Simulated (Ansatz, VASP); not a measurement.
Hf3F4: VASP beside Ansatz

```
Hf F
1.0
    -3.42030    3.42030    3.42030
     3.42030   -3.42030    3.42030
     3.42030    3.42030   -3.42030
Hf F
6 8
Direct
  0.25000 0.62500 0.37500
  0.37500 0.25000 0.62500
  0.75000 0.87500 0.12500
  0.12500 0.75000 0.87500
  0.62500 0.37500 0.25000
  0.87500 0.12500 0.75000
  0.12600 0.12600 0.12600
  0.87400 0.50000 0.00000
  0.50000 0.00000 0.37400
  0.00000 0.87400 0.50000
  0.37400 0.50000 0.00000
  0.62600 0.62600 0.62600
  0.00000 0.37400 0.50000
  0.50000 0.00000 0.87400
```

Alike in both runs: task single point; functional r2SCAN; k mesh 5 × 5 × 5; no spin polarisation.

|  | VASP | Ansatz |
| --- | --- | --- |
| version | VASP 6.6.1 | Ansatz 0.2.0 |
| potentials or method | VASP PAW PBE potentials, release 64 (Hf_pv, F), cutoff 520 eV | PAW plane waves |
| occupations | methfessel-paxton of order 1, width 0.0995 eV | cold, width 0.0995 eV |
| valence electrons in the cell | 116 | 212 |

|  | VASP | Ansatz | Ansatz less VASP |
| --- | --- | --- | --- |
| rms of the force components (eV/Å) | 0.508 | 0.532 | +0.0236 |

VASP's potentials were made for PBE, not for r2SCAN. Atom by atom the forces differ by 0.024 eV/Å (rms over components). VASP's potentials hold 116 valence electrons a cell and Ansatz's 212, so a difference there can come from the potentials and not from the codes.

Neither program's run includes spin-orbit coupling.
